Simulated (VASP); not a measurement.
# SiC (P6_3mc) in VASP: notebook

Aim: see how the results for SiC move with the level of theory and the settings. Levels: PBE, HSE06. Tasks: single point.

All numbers are computed with VASP 6.6.1; they aren't measurements. Logs are shortened: lines on timing, memory, paths and dates and some standing lists are left out, and cuts for length are marked.

### Step 1. The cell of the first run

It takes space group P6_3mc (No. 186, hexagonal). Conventional cell: a = 3.106 Å, b = 3.106 Å, c = 5.099 Å, α = 90.00°, β = 90.00°, γ = 120.00°. Within 2.5 Å of Si (site symmetry 3m) lie 4 C at 1.90 to 1.92 Å. C (site symmetry 3m) has 4 Si at 1.90 to 1.92 Å within 2.5 Å.

### Step 2. Single point, PBE (strain +1.0%)

INCAR reads:

```
SYSTEM = SiC
ALGO = Normal ; EDIFF = 1E-7
ENCUT = 520 ; GGA = PE
ISIF = 2 ; ISMEAR = -1
LASPH = .True. ; LCHARG = .False.
LREAL = .False. ; LWAVE = .False.
NBANDS = 16 ; NELM = 100
PREC = Accurate ; SIGMA = 0.02
```

KPOINTS reads:

```
k-points
0
Gamma
  12 12 6
  0 0 0
```

POSCAR reads:

```
SiC
1.0
    3.1061098016      0.0000000000      0.0000000000
   -1.5530549008      2.6899699951      0.0000000000
    0.0000000000      0.0000000000      5.0985891719
Si C
2 2
Direct
    0.3333333333      0.6666666667     -0.0004083989
    0.6666666667      0.3333333333      0.4995916011
    0.3333333333      0.6666666667      0.3754083989
    0.6666666667      0.3333333333      0.8754083989
```

Potentials or basis: VASP PAW PBE potentials, release 64 (Si, C).

Started as:

```sh
$ cat potpaw_PBE.64/Si/POTCAR potpaw_PBE.64/C/POTCAR > POTCAR
$ mpirun -np 1 vasp_std > vasp.out
```

OUTCAR:

```text
SYSTEM = SiC
   EDIFF = 1E-7
   ENCUT = 520
   GGA = PE
   ISIF = 2
   ISMEAR = -1
   LASPH = .True.
   LREAL = .False.
   NELM = 100
   PREC = Accurate

 ion  position               nearest neighbor table
   1  0.333  0.667  1.000-   4 1.90   4 1.90   4 1.90   3 1.92   2 3.12   2 3.12   2 3.12   2 3.12
                             2 3.12   2 3.12
   2  0.667  0.333  0.500-   3 1.90   3 1.90   3 1.90   4 1.92   1 3.12   1 3.12   1 3.12   1 3.12
                             1 3.12   1 3.12
   3  0.333  0.667  0.375-   2 1.90   2 1.90   2 1.90   1 1.92
   4  0.667  0.333  0.875-   1 1.90   1 1.90   1 1.90   2 1.92

  LATTYP: Found a hexagonal cell.
 ALAT       =     3.1061098016
 C/A-ratio  =     1.6414710031

  Lattice vectors:

 A1 = (   3.1061098016,   0.0000000000,   0.0000000000)
 A2 = (  -1.5530549008,   2.6899699951,   0.0000000000)
 A3 = (   0.0000000000,   0.0000000000,   5.0985891719)

Analysis of symmetry for initial positions (statically):
=====================================================================
 Subroutine PRICEL returns:
 Original cell was already a primitive cell.

 Routine SETGRP: Setting up the symmetry group for a
 hexagonal supercell.

 Subroutine GETGRP returns: Found 12 space group operations
 (whereof  6 operations were pure point group operations)
 out of a pool of 24 trial point group operations.

The static configuration has the point symmetry C_3v.
 The point group associated with its full space group is C_6v.

Analysis of symmetry for dynamics (positions and initial velocities):
=====================================================================
 Subroutine PRICEL returns:
 Original cell was already a primitive cell.

 Routine SETGRP: Setting up the symmetry group for a
 hexagonal supercell.

 Subroutine GETGRP returns: Found 12 space group operations
 (whereof  6 operations were pure point group operations)
 out of a pool of 24 trial point group operations.

The dynamic configuration has the point symmetry C_3v.
 The point group associated with its full space group is C_6v.

 Subroutine INISYM returns: Found 12 space group operations
 (whereof  6 operations are pure point group operations),
 and found     1 'primitive' translations

----------------------------------------------------------------------------------------

                                     Primitive cell

  volume of cell :      42.6005

  direct lattice vectors                    reciprocal lattice vectors
     3.106109802  0.000000000  0.000000000     0.321946120  0.185875679  0.000000000
    -1.553054901  2.689969995  0.000000000     0.000000000  0.371751358  0.000000000
     0.000000000  0.000000000  5.098589172     0.000000000  0.000000000  0.196132688

  length of vectors
     3.106109802  3.106109802  5.098589172     0.371751358  0.371751358  0.196132688

  position of ions in fractional coordinates (direct lattice)
     0.333333333  0.666666667  0.999591601
     0.666666667  0.333333333  0.499591601
     0.333333333  0.666666667  0.375408399
     0.666666667  0.333333333  0.875408399

  ion indices of the primitive-cell ions
   primitive index   ion index
                 1           1
                 2           2
                 3           3
                 4           4

----------------------------------------------------------------------------------------

 KPOINTS: k-points

Automatic generation of k-mesh.
 Grid dimensions read from file:
 generate k-points for:   12   12    6

 Generating k-lattice:

  Cartesian coordinates                     Fractional coordinates (reciprocal lattice)
     0.026828843  0.015489640  0.000000000     0.083333333  0.000000000  0.000000000
     0.000000000  0.030979280  0.000000000     0.000000000  0.083333333  0.000000000
     0.000000000  0.000000000  0.032688781     0.000000000  0.000000000  0.166666667

  Length of vectors
     0.030979280  0.030979280  0.032688781

  Shift w.r.t. Gamma in fractional coordinates (k-lattice)
     0.000000000  0.000000000  0.000000000

 Subroutine IBZKPT returns following result:
 ===========================================

 Found     76 irreducible k-points:

 Following reciprocal coordinates:
            Coordinates               Weight
  0.000000  0.000000  0.000000      1.000000
  0.083333  0.000000  0.000000      6.000000
  0.166667  0.000000  0.000000      6.000000
  0.250000  0.000000  0.000000      6.000000
  0.333333  0.000000  0.000000      6.000000
  0.416667 -0.000000  0.000000      6.000000
[... 16 lines left out ...]
  0.250000  0.000000  0.166667     12.000000
  0.333333  0.000000  0.166667     12.000000
 [... further k-points ...]
   k-points           NKPTS =     76   k-points in BZ     NKDIM =     76   number of bands    NBANDS=     16
   number of dos      NEDOS =    301   number of ions     NIONS =      4
   total plane-waves  NPLWV =  23040
   dimension x,y,z NGX =    24 NGY =   24 NGZ =   40
   dimension x,y,z NGXF=    48 NGYF=   48 NGZF=   80
   ions per type =               2   2
   NGX,Y,Z   is equivalent  to a cutoff of  12.85, 12.85, 13.04 a.u.
   NGXF,Y,Z  is equivalent  to a cutoff of  25.69, 25.69, 26.09 a.u.
 SYSTEM =  SiC
   PREC   = accura    normal or accurate (medium, high low for compatibility)
   ISTART =      0    job   : 0-new  1-cont  2-samecut
   ICHARG =      2    charge: 1-file 2-atom 10-const
   ISPIN  =      1    spin polarized calculation?
   LNONCOLLINEAR =      F non collinear calculations
   LSORBIT =      F    spin-orbit coupling
   LASPH  =      T    aspherical Exc in radial PAW
   ENCUT  =  520.0 eV  38.22 Ry    6.18 a.u.   5.78  5.78  9.48*2*pi/ulx,y,z
   NELM   =    100;   NELMIN=  2; NELMDL= -5     # of ELM steps
   EDIFF  = 0.1E-06   stopping-criterion for ELM
   LREAL  =      F    real-space projection
   EDIFFG = 0.1E-05   stopping-criterion for IOM
   NSW    =      0    number of steps for IOM
   IBRION =     -1    ionic relax: 0-MD 1-quasi-New 2-CG
   NFREE  =      0    steps in history (QN), initial steepest desc. (CG)
   ISIF   =      2    stress and relaxation
   ISYM   =      2    0-nonsym 1-usesym 2-fastsym
   POTIM  = 0.5000    time-step for ionic-motion
   TEBEG  =    0.0;   TEEND  =   0.0 temperature during run
   PSTRESS=    0.0 pullay stress
   NELECT =      16.0000    total number of electrons
   NUPDOWN=      -1.0000    fix difference up-down
   EMIN   =  10.00;   EMAX   =-10.00  energy-range for DOS
   EFERMI =   0.00;   METHOD = LEGACY
   ISMEAR =    -1;   SIGMA  =   0.02  broadening in eV -4-tet -1-fermi 0-gaus
   EFERMI_NEDOS =   21; number of points for ismear=-14 and -15
   IALGO  =     38    algorithm
   IMIX   =      4    mixing-type and parameters
     AMIX     =   0.40;   BMIX     =  1.00
     AMIX_MAG =   1.60;   BMIX_MAG =  1.00
  volume/ion in A,a.u.               =      10.65        71.87
  Fermi-wavevector in a.u.,A,eV,Ry     =   1.181164  2.232076 18.982135  1.395148
  Thomas-Fermi vector in A             =   2.317442
   LORBIT       =      0    0 simple, 1 ext, 2 COOP (PROOUT), +10 PAW based schemes
   GGA     = PE    functional components
   LHFCALC =     F    Hartree Fock is set to
   AEXX    =    0.0000 exact exchange contribution
   IVDW    =     0    specifies the selected vdW correction
   LEPSILON=     F    determine dielectric tensor
   LRPA    =     F    only Hartree local field effects (RPA)
 non-spin polarized calculation
  energy-cutoff  :      520.00
  volume of cell :       42.60
 maximum number of plane-waves:      1170
 NGX is ok and might be reduce to    24
   NGX = 11   NGY = 11   NGZ = 19

 number of electron      16.0000000 magnetization

 Free energy of the ion-electron system (eV)
  ---------------------------------------------------
  ext. energy  EPLUGINS =         0.00000000
  ---------------------------------------------------
  free energy    TOTEN  =       -30.10489528 eV

  energy without entropy =      -30.10489528  energy(sigma->0) =      -30.10489528

 E-fermi :   8.3729     XC(G=0): -11.2222

 val. band max:        7.9286687216   @ k =   0.0000   0.0000   0.0000
 cond. band min:      10.2549530288   @ k =   0.3333   0.3333   0.0000
 fundamental gap:      2.3262843072
 Fermi energy:         8.3728827559

 k-point     1 :       0.0000    0.0000    0.0000
  band No.  band energies     occupation
      1      -7.4071      2.00000
      2      -3.9506      2.00000
      3      -0.6022      2.00000
      4       6.6272      2.00000
      5       6.6272      2.00000
      6       7.8175      2.00000
[... 8 lines left out ...]
     15      16.6805      0.00000
     16      19.0304      0.00000

 k-point     2 :       0.0833    0.0000    0.0000
  band No.  band energies     occupation
      1      -7.2894      2.00000
      2      -3.8499      2.00000
      3      -0.4949      2.00000
      4       5.9500      2.00000
      5       6.4222      2.00000
      6       7.4628      2.00000
[... 8 lines left out ...]
     15      16.9811      0.00000
     16      18.2229      0.00000

 k-point     3 :       0.1667    0.0000    0.0000
  band No.  band energies     occupation
      1      -6.9393      2.00000
      2      -3.5569      2.00000
      3      -0.1830      2.00000
      4       4.4875      2.00000
      5       5.9572      2.00000
      6       6.3493      2.00000
[... 8 lines left out ...]
     15      17.3433      0.00000
     16      17.6626      0.00000

 k-point     4 :       0.2500    0.0000    0.0000
  band No.  band energies     occupation
      1      -6.3683      2.00000
      2      -3.1084      2.00000
      3       0.2816      2.00000
      4       2.9087      2.00000
      5       4.9769      2.00000
      6       5.4512      2.00000
[... 8 lines left out ...]
     15      17.7998      0.00000
     16      18.5685      0.00000

 k-point     5 :       0.3333    0.0000    0.0000
  band No.  band energies     occupation
      1      -5.6045      2.00000
      2      -2.6242      2.00000
      3       0.5650      2.00000
      4       1.8647      2.00000
      5       3.5883      2.00000
      6       5.0322      2.00000
[... 8 lines left out ...]
     15      18.6221      0.00000
     16      19.6534      0.00000

 k-point     6 :       0.4167   -0.0000    0.0000
  band No.  band energies     occupation
      1      -4.7337      2.00000
      2      -2.4766      2.00000
      3       0.2117      2.00000
      4       2.1048      2.00000
      5       2.4366      2.00000
      6       4.7624      2.00000
[... 8 lines left out ...]
     15      18.6677      0.00000
     16      19.9923      0.00000
[... 267 lines left out ...]
 k-point    21 :       0.0833    0.0000    0.1667
  band No.  band energies     occupation
      1      -7.1572      2.00000
      2      -4.3631      2.00000
      3       0.2300      2.00000
      4       6.0392      2.00000
      5       6.5022      2.00000
      6       6.8959      2.00000
[... 8 lines left out ...]
     15      16.6981      0.00000
     16      18.6058      0.00000

 k-point    22 :       0.1667    0.0000    0.1667
  band No.  band energies     occupation
      1      -6.8082      2.00000
      2      -4.0538      2.00000
      3       0.5058      2.00000
      4       4.6079      2.00000
      5       5.9655      2.00000
      6       6.0460      2.00000
[... 8 lines left out ...]
     15      17.4868      0.00000
     16      18.0279      0.00000

 k-point    23 :       0.2500    0.0000    0.1667
  band No.  band energies     occupation
      1      -6.2393      2.00000
      2      -3.5696      2.00000
      3       0.8532      2.00000
      4       3.1115      2.00000
      5       4.5958      2.00000
      6       5.5467      2.00000
[... 8 lines left out ...]
     15      18.5017      0.00000
     16      18.5091      0.00000

 k-point    24 :       0.3333    0.0000    0.1667
  band No.  band energies     occupation
      1      -5.4796      2.00000
      2      -3.0001      2.00000
      3       0.6844      2.00000
      4       2.4092      2.00000
      5       3.1944      2.00000
      6       5.1317      2.00000
[... 8 lines left out ...]
     15      18.9511      0.00000
     16      19.7401      0.00000

 [... further k-points ...]
[... 5 lines left out ...]
  --------------------------------------------------------------------------------------
  -------------------------------------------------------------------------------------
  Total       -0.7778804     -0.7778804     -0.7819868     -0.0000000      0.0000000      0.0000000
  in kB      -29.2556084    -29.2556084    -29.4100473     -0.0000000      0.0000000      0.0000000
  external PRESSURE =     -29.3070881 kB  Pullay stress =       0.0000000 kB

 VOLUME and BASIS-vectors are now :
 -----------------------------------------------------------------------------
  energy-cutoff  :      520.00
  volume of cell :       42.60
      direct lattice vectors                 reciprocal lattice vectors
     3.106109802  0.000000000  0.000000000     0.321946120  0.185875679  0.000000000
    -1.553054901  2.689969995  0.000000000     0.000000000  0.371751358  0.000000000
     0.000000000  0.000000000  5.098589172     0.000000000  0.000000000  0.196132688

 POSITION                                       TOTAL-FORCE (eV/Angst)
 -----------------------------------------------------------------------------------
     -0.00000      1.79331      5.09651         0.000000      0.000000     -0.002342
      1.55305      0.89666      2.54721        -0.000000     -0.000000     -0.002342
     -0.00000      1.79331      1.91405        -0.000000      0.000000      0.002342
      1.55305      0.89666      4.46335         0.000000      0.000000      0.002342
 -----------------------------------------------------------------------------------
    total drift:                               -0.000000      0.000000      0.000410

  FREE ENERGIE OF THE ION-ELECTRON SYSTEM (eV)
  ---------------------------------------------------
  free  energy   TOTEN  =       -30.1048952766 eV

  energy  without entropy=      -30.1048952766  energy(sigma->0) =      -30.10489528
```

Wall time 22 s (1 thread of Intel Xeon 6975P-C (Granite Rapids), shared host); peak memory 0.18 GiB.

What came out:

```
Free energy            : -30.1049 eV
Pressure               : -2.9 GPa
Band gap on the k mesh : 2.33 eV, indirect (least direct gap 3.92 eV)
```

Forces in eV/Å, atoms in the order of the input:
```
Si   0.000  0.000 -0.002
Si   0.000  0.000 -0.002
C    0.000  0.000  0.002
C    0.000  0.000  0.002
```

Caveat: the cell differs from its parent crystal (strain +1.0%).

### Step 3. Single point, HSE06 (strain -2.0%)

POSCAR reads:

```
SiC
1.0
    3.0138491144      0.0000000000      0.0000000000
   -1.5069245572      2.6100698963      0.0000000000
    0.0000000000      0.0000000000      4.9471459292
Si C
2 2
Direct
    0.3333333333      0.6666666667     -0.0003531274
    0.6666666667      0.3333333333      0.4996468726
    0.3333333333      0.6666666667      0.3753531274
    0.6666666667      0.3333333333      0.8753531274
```

INCAR.step1 reads:

```
PREC = Accurate ; ENCUT = 520
EDIFF = 1E-5 ; ISMEAR = 0
SIGMA = 0.01 ; LREAL = F
LASPH = T ; NELM = 80
ALGO = Normal ; ISIF = 2
LWAVE = T ; LCHARG = F
NBANDS = 16 ; GGA = PE
```

INCAR.step2 reads:

```
PREC = Accurate ; ENCUT = 520
EDIFF = 1E-7 ; ISMEAR = 0
SIGMA = 0.01 ; LREAL = F
LASPH = T ; NELM = 80
ALGO = Normal ; ISIF = 2
LWAVE = F ; LCHARG = F
GGA = PE ; LHFCALC = T
HFSCREEN = 0.2079 ; PRECFOCK = Normal
NBANDS = 16 ; ISTART = 1
```

KPOINTS reads:

```
Automatic mesh
0
Gamma
  6 6 4
```

Potentials or basis: VASP PAW PBE potentials, release 64 (Si, C).

Started as:

```sh
$ cat potpaw_PBE.64/Si/POTCAR potpaw_PBE.64/C/POTCAR > POTCAR
$ cp INCAR.step1 INCAR
$ mpirun -np 1 vasp_std > vasp.out
$ cp INCAR.step2 INCAR
$ mpirun -np 1 vasp_std > vasp.out
```

Run time: 16 min. Hardware: 1 thread of Intel Xeon Platinum 8488C (Sapphire Rapids), shared host; peak memory 0.26 GiB.

The run converged. Its results:

```
Free energy            : -34.7410 eV
Pressure               : 13.9 GPa
Largest force          : 0.020 eV/Å
Band gap on the k mesh : 3.06 eV, indirect (least direct gap 5.21 eV)
```

Forces in eV/Å, atoms in the order of the input:
```
Si   0.000  0.000 -0.020
Si   0.000  0.000 -0.020
C    0.000  0.000  0.020
C    0.000  0.000  0.020
```

Stress tensor (GPa, compression positive):
```
14.19  0.00  0.00
 0.00 14.19  0.00
 0.00  0.00 13.39
```

Levels at points of the mesh, in eV from the valence-band top:
| k point | band 6 | band 7 | band 8 | band 9 | band 10 | band 11 |
| --- | --- | --- | --- | --- | --- | --- |
| (0.00, 0.00, 0.00) | -0.12 | 0.00 | 0.00 | 6.54 | 8.15 | 8.29 |
| (0.50, 0.00, 0.00) | -3.79 | -3.70 | -1.34 | 3.87 | 5.33 | 8.61 |
| (0.00, 0.00, 0.50) | -0.81 | -0.81 | -0.81 | 7.68 | 7.68 | 8.98 |
| (0.50, 0.00, 0.50) | -2.78 | -2.62 | -2.62 | 4.43 | 4.43 | 6.67 |

Caveat: the cell differs from its parent crystal (strain -2.0%); the PAW data sets were made with another functional, which shifts forces and pressure a little.
